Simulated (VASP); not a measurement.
# VN2 (I4/mcm) in VASP: a series of runs, part 2 of 2

VASP 6.6.1. Earlier steps stand in the parts before.

## (5) Single point, PBEsol

Input file INCAR:

```
PREC = Accurate
ENCUT = 520
EDIFF = 1E-7
ISMEAR = 0
SIGMA = 0.1
LREAL = F
LASPH = T
NELM = 80
ALGO = Normal
ISIF = 2
LWAVE = F
LCHARG = F
GGA = PS
NBANDS = 32
```

Input file KPOINTS:

```
Automatic mesh
0
Gamma
  16 16 16
```

Input file POSCAR:

```
VN2
1.0
   -2.1507500000      2.1507500000      2.4913500000
    2.1507500000     -2.1507500000      2.4913500000
    2.1507500000      2.1507500000     -2.4913500000
V N
2 4
Direct
    0.2500000000      0.2500000000      0.0000000000
    0.7500000000      0.7500000000      0.0000000000
    0.1151000000      0.6151000000      0.7302000000
    0.6151000000      0.8849000000      0.5000000000
    0.8849000000      0.3849000000      0.2698000000
    0.3849000000      0.1151000000      0.5000000000
```

Started as:

```console
$ cat potpaw_PBE.64/V_sv/POTCAR potpaw_PBE.64/N/POTCAR > POTCAR
$ mpirun -np 1 vasp_std > vasp.out
```

It took 5.7 min on 1 thread of AMD EPYC 9R45 (Zen 5), shared host; peak memory 0.45 GiB.

Results (log left out):

| Quantity | Value |
| --- | --- |
| Free energy | -56.9369 eV |
| Pressure | -10.9 GPa |
| Largest force | 0.379 eV/Å |
| Band gap on the k mesh | zero (band 23 reaches 11.58 eV, above the bottom of band 24 at 11.20 eV) |

Forces in eV/Å, atoms in the order of the input:
```
V    0.000  0.000  0.000
V    0.000  0.000  0.000
N   -0.268 -0.268  0.000
N    0.268 -0.268  0.000
N    0.268  0.268  0.000
N   -0.268  0.268  0.000
```

Stress tensor (GPa, compression positive):
```
-10.59   0.00   0.00
  0.00 -10.59   0.00
  0.00   0.00 -11.41
```

Levels at points of the mesh, in eV from the Fermi level:
```tsv
k point	band 19	band 20	band 21	band 22	band 23	band 24	band 25	band 26	band 27	band 28
(0.00, 0.00, 0.00)	-3.36	-2.93	-2.65	-2.65	-2.65	0.76	0.90	0.90	1.34	1.96
(0.50, 0.00, 0.00)	-3.41	-3.41	-3.20	-3.20	0.17	0.17	0.73	0.73	1.05	1.05
(0.50, 0.50, 0.00)	-4.94	-4.63	-2.79	-2.59	-1.39	0.00	0.78	1.11	1.86	2.19
(0.50, 0.50, 0.50)	-4.70	-2.16	-2.16	-0.27	-0.15	-0.11	-0.09	0.03	1.94	1.94
```

Caveat: the PAW data sets were made with another functional, which shifts forces and pressure a little; the run has no spin polarisation, though such a crystal can be magnetic.

## (6) Single point, PBEsol

Input file INCAR:

```
SYSTEM = VN2
PREC = Accurate
ENCUT = 520
EDIFF = 1E-6
ISMEAR = 0
SIGMA = 0.1
LREAL = .False.
LASPH = .True.
NELM = 60
ALGO = Normal
ISIF = 2
LWAVE = .False.
LCHARG = .False.
GGA = PS
NBANDS = 32
```

Input file KPOINTS:

```
regular mesh
0
Gamma
  18 18 18
  0 0 0
```

POSCAR is that of step 5.

Potentials or basis: VASP PAW PBE potentials, release 64 (V_sv, N).

Started as:

```console
$ cat potpaw_PBE.64/V_sv/POTCAR potpaw_PBE.64/N/POTCAR > POTCAR
$ mpirun -np 1 vasp_std > vasp.out
```

OUTCAR:

```text
SYSTEM = VN2
   PREC = Accurate
   ENCUT = 520
   EDIFF = 1E-6
   ISMEAR = 0
   LREAL = .False.
   LASPH = .True.
   NELM = 60
   ISIF = 2
   GGA = PS

 ion  position               nearest neighbor table
   1  0.250  0.250  0.000-   5 2.13   3 2.13   4 2.13   6 2.13   6 2.13   3 2.13   4 2.13   5 2.13
                             2 2.49   2 2.49
   2  0.750  0.750  0.000-   5 2.13   3 2.13   4 2.13   6 2.13   4 2.13   6 2.13   3 2.13   5 2.13
                             1 2.49   1 2.49
   3  0.115  0.615  0.730-   5 1.40   1 2.13   1 2.13   2 2.13   2 2.13
   4  0.615  0.885  0.500-   6 1.40   2 2.13   1 2.13   2 2.13   1 2.13
   5  0.885  0.385  0.270-   3 1.40   2 2.13   1 2.13   2 2.13   1 2.13
   6  0.385  0.115  0.500-   4 1.40   1 2.13   2 2.13   1 2.13   2 2.13

  LATTYP: Found a body centered tetragonal cell.
 ALAT       =     4.3015000000
 C/A-ratio  =     1.1583633616

  Lattice vectors:

 A1 = (  -2.1507500000,   2.1507500000,   2.4913500000)
 A2 = (   2.1507500000,  -2.1507500000,   2.4913500000)
 A3 = (   2.1507500000,   2.1507500000,  -2.4913500000)

Analysis of symmetry for initial positions (statically):
=====================================================================
 Subroutine PRICEL returns:
 Original cell was already a primitive cell.

 Routine SETGRP: Setting up the symmetry group for a
 body centered tetragonal supercell.

 Subroutine GETGRP returns: Found 16 space group operations
 (whereof  8 operations were pure point group operations)
 out of a pool of 16 trial point group operations.

The static configuration has the point symmetry C_4h.
 The point group associated with its full space group is D_4h.

Analysis of symmetry for dynamics (positions and initial velocities):
=====================================================================
 Subroutine PRICEL returns:
 Original cell was already a primitive cell.

 Routine SETGRP: Setting up the symmetry group for a
 body centered tetragonal supercell.

 Subroutine GETGRP returns: Found 16 space group operations
 (whereof  8 operations were pure point group operations)
 out of a pool of 16 trial point group operations.

The dynamic configuration has the point symmetry C_4h.
 The point group associated with its full space group is D_4h.

 Subroutine INISYM returns: Found 16 space group operations
 (whereof  8 operations are pure point group operations),
 and found     1 'primitive' translations

----------------------------------------------------------------------------------------

                                     Primitive cell

  volume of cell :      46.0972

  direct lattice vectors                    reciprocal lattice vectors
    -2.150750000  2.150750000  2.491350000     0.000000000  0.232477043  0.200694403
     2.150750000 -2.150750000  2.491350000     0.232477043  0.000000000  0.200694403
     2.150750000  2.150750000 -2.491350000     0.232477043  0.232477043  0.000000000

  length of vectors
     3.931701406  3.931701406  3.931701406     0.307121830  0.307121830  0.328772187

  position of ions in fractional coordinates (direct lattice)
     0.250000000  0.250000000  0.000000000
     0.750000000  0.750000000  0.000000000
     0.115100000  0.615100000  0.730200000
     0.615100000  0.884900000  0.500000000
     0.884900000  0.384900000  0.269800000
     0.384900000  0.115100000  0.500000000

  ion indices of the primitive-cell ions
   primitive index   ion index
[... 21 lines left out ...]

  Length of vectors
     0.017062324  0.017062324  0.018265121

  Shift w.r.t. Gamma in fractional coordinates (k-lattice)
     0.000000000  0.000000000  0.000000000

 Subroutine IBZKPT returns following result:
 ===========================================

 Found    480 irreducible k-points:

 Following reciprocal coordinates:
            Coordinates               Weight
  0.000000  0.000000  0.000000      1.000000
  0.055556 -0.000000  0.000000      8.000000
  0.111111 -0.000000  0.000000      8.000000
  0.166667 -0.000000  0.000000      8.000000
  0.222222 -0.000000  0.000000      8.000000
  0.277778 -0.000000  0.000000      8.000000
[... 16 lines left out ...]
 -0.277778  0.055556 -0.000000     16.000000
 -0.222222  0.055556 -0.000000     16.000000
 [... further k-points ...]
   k-points           NKPTS =    480   k-points in BZ     NKDIM =    480   number of bands    NBANDS=     32
   number of dos      NEDOS =    301   number of ions     NIONS =      6
   total plane-waves  NPLWV =  27000
   dimension x,y,z NGX =    30 NGY =   30 NGZ =   30
   dimension x,y,z NGXF=    60 NGYF=   60 NGZF=   60
   ions per type =               2   4
   NGX,Y,Z   is equivalent  to a cutoff of  12.69, 12.69, 12.69 a.u.
   NGXF,Y,Z  is equivalent  to a cutoff of  25.37, 25.37, 25.37 a.u.
 SYSTEM =  VN2
   PREC   = accura    normal or accurate (medium, high low for compatibility)
   ISTART =      0    job   : 0-new  1-cont  2-samecut
   ICHARG =      2    charge: 1-file 2-atom 10-const
   ISPIN  =      1    spin polarized calculation?
   LNONCOLLINEAR =      F non collinear calculations
   LSORBIT =      F    spin-orbit coupling
   LASPH  =      T    aspherical Exc in radial PAW
   ENCUT  =  520.0 eV  38.22 Ry    6.18 a.u.   7.31  7.31  7.31*2*pi/ulx,y,z
   NELM   =     60;   NELMIN=  2; NELMDL= -5     # of ELM steps
   EDIFF  = 0.1E-05   stopping-criterion for ELM
   LREAL  =      F    real-space projection
[... 7 lines left out ...]
   TEBEG  =    0.0;   TEEND  =   0.0 temperature during run
   PSTRESS=    0.0 pullay stress
   NELECT =      46.0000    total number of electrons
   NUPDOWN=      -1.0000    fix difference up-down
   EMIN   =  10.00;   EMAX   =-10.00  energy-range for DOS
   EFERMI =   0.00;   METHOD = LEGACY
   ISMEAR =     0;   SIGMA  =   0.10  broadening in eV -4-tet -1-fermi 0-gaus
   EFERMI_NEDOS =   21; number of points for ismear=-14 and -15
   IALGO  =     38    algorithm
   IMIX   =      4    mixing-type and parameters
     AMIX     =   0.40;   BMIX     =  1.00
     AMIX_MAG =   1.60;   BMIX_MAG =  1.00
  volume/ion in A,a.u.               =       7.68        51.85
  Fermi-wavevector in a.u.,A,eV,Ry     =   1.635947  3.091492 36.413581  2.676323
  Thomas-Fermi vector in A             =   2.727335
   LORBIT       =      0    0 simple, 1 ext, 2 COOP (PROOUT), +10 PAW based schemes
   GGA     = PS    functional components
   LHFCALC =     F    Hartree Fock is set to
   AEXX    =    0.0000 exact exchange contribution
   IVDW    =     0    specifies the selected vdW correction
   LEPSILON=     F    determine dielectric tensor
   LRPA    =     F    only Hartree local field effects (RPA)
 non-spin polarized calculation
 Gauss-broadening in eV      SIGMA  =   0.10
  energy-cutoff  :      520.00
  volume of cell :       46.10
 maximum number of plane-waves:      1268
 NGX is ok and might be reduce to    30
   NGX = 15   NGY = 15   NGZ = 15

 number of electron      46.0000009 magnetization

 Free energy of the ion-electron system (eV)
  ---------------------------------------------------
  ext. energy  EPLUGINS =         0.00000000
  ---------------------------------------------------
  free energy    TOTEN  =       -56.93688095 eV

  energy without entropy =      -56.92322308  energy(sigma->0) =      -56.93005202

 E-fermi :  11.3526     XC(G=0): -13.8844

 val. band max:       11.3515202010   @ k =   0.2778   0.2222   0.1667
 cond. band min:      11.3530245809   @ k =  -0.3889   0.4444   0.0556
 fundamental gap:      0.0015043799
 Fermi energy:        11.3525975230

 k-point     1 :       0.0000    0.0000    0.0000
  band No.  band energies     occupation
      1     -54.0077      2.00000
      2     -53.8426      2.00000
      3     -28.2162      2.00000
      4     -27.9716      2.00000
      5     -27.9716      2.00000
      6     -27.9609      2.00000
[... 829 lines left out ...]
     31      14.1274      0.00000
     32      15.1825      0.00000

 [... further k-points ...]
[... 5 lines left out ...]
  --------------------------------------------------------------------------------------
  -------------------------------------------------------------------------------------
  Total       -3.0575039     -3.0575039     -3.2881604      0.0000000     -0.0000000      0.0000000
  in kB     -106.2681231   -106.2681231   -114.2849334      0.0000000     -0.0000000      0.0000000
  external PRESSURE =    -108.9403932 kB  Pullay stress =       0.0000000 kB

 VOLUME and BASIS-vectors are now :
 -----------------------------------------------------------------------------
  energy-cutoff  :      520.00
  volume of cell :       46.10
      direct lattice vectors                 reciprocal lattice vectors
    -2.150750000  2.150750000  2.491350000     0.000000000  0.232477043  0.200694403
     2.150750000 -2.150750000  2.491350000     0.232477043  0.000000000  0.200694403
     2.150750000  2.150750000 -2.491350000     0.232477043  0.232477043  0.000000000

 POSITION                                       TOTAL-FORCE (eV/Angst)
 -----------------------------------------------------------------------------------
      0.00000      0.00000      1.24568        -0.000000     -0.000000     -0.000000
      0.00000      0.00000      3.73703        -0.000000     -0.000000     -0.000000
      2.64585      0.49510      0.00000        -0.269203     -0.269203     -0.000000
      1.65565      0.49510      2.49135         0.269203     -0.269203     -0.000000
     -0.49510      1.65565      2.49135         0.269203      0.269203      0.000000
      0.49510      1.65565      0.00000        -0.269203      0.269203     -0.000000
 -----------------------------------------------------------------------------------
    total drift:                                0.000000      0.000000     -0.000000

  FREE ENERGIE OF THE ION-ELECTRON SYSTEM (eV)
  ---------------------------------------------------
  free  energy   TOTEN  =       -56.9368809510 eV

  energy  without entropy=      -56.9232230795  energy(sigma->0) =      -56.93005202
```

It took 7.2 min on 1 thread of AMD EPYC 9R45 (Zen 5), shared host; peak memory 0.57 GiB.

Results:

```
Free energy            : -56.9369 eV
Pressure               : -10.9 GPa
Largest force          : 0.381 eV/Å
Band gap on the k mesh : zero (band 23 reaches 11.56 eV, above the bottom of band 24 at 11.20 eV)
```

Forces in eV/Å, atoms in the order of the input:
```
V    0.000  0.000  0.000
V    0.000  0.000  0.000
N   -0.269 -0.269  0.000
N    0.269 -0.269  0.000
N    0.269  0.269  0.000
N   -0.269  0.269  0.000
```

Levels at points of the mesh, in eV from the Fermi level:
```
           k point  band 21  band 22  band 23  band 24  band 25  band 26
(0.00, 0.00, 0.00)    -2.65    -2.65    -2.65     0.76     0.90     0.90
(0.50, 0.00, 0.00)    -3.20    -3.20     0.17     0.17     0.73     0.73
(0.50, 0.50, 0.00)    -2.79    -2.59    -1.39     0.00     0.78     1.11
(0.50, 0.50, 0.50)    -2.16    -0.27    -0.15    -0.11    -0.09     0.03
```

Caveat: the PAW data sets were made with another functional, which shifts forces and pressure a little; the run has no spin polarisation, though such a crystal can be magnetic. With open d or f shells a metallic result of PBEsol can be an artefact of self-interaction; +U or a hybrid may open a gap.

## (7) Overview

| k mesh | smearing | gap on the mesh (eV) | pressure (GPa) | largest force (eV/Å) |
| --- | --- | --- | --- | --- |
| 12 × 12 × 12 | methfessel-paxton 0.05 eV | none | -10.9 | 0.38 |
| 12 × 12 × 12 | methfessel-paxton 0.1 eV | none | -10.9 | 0.38 |
| 12 × 12 × 12 | methfessel-paxton 0.2 eV | none | -10.9 | 0.38 |
| 16 × 16 × 16 | gaussian 0.1 eV | none | -10.9 | 0.38 |
| 18 × 18 × 18 | gaussian 0.1 eV | none | -10.9 | 0.38 |

Alike in all rows: task single point; level PBEsol; potentials or basis VASP PAW PBE potentials, release 64 (V_sv, N); no spin polarisation; cell as given; cutoff (eV) 520.

Every run on the cell as given and a fine mesh finds a metal.

Caveats: the PAW data sets were made with another functional, which shifts forces and pressure a little; the run has no spin polarisation, though such a crystal can be magnetic.

Absolute energies hang on the potentials; compare differences alone.
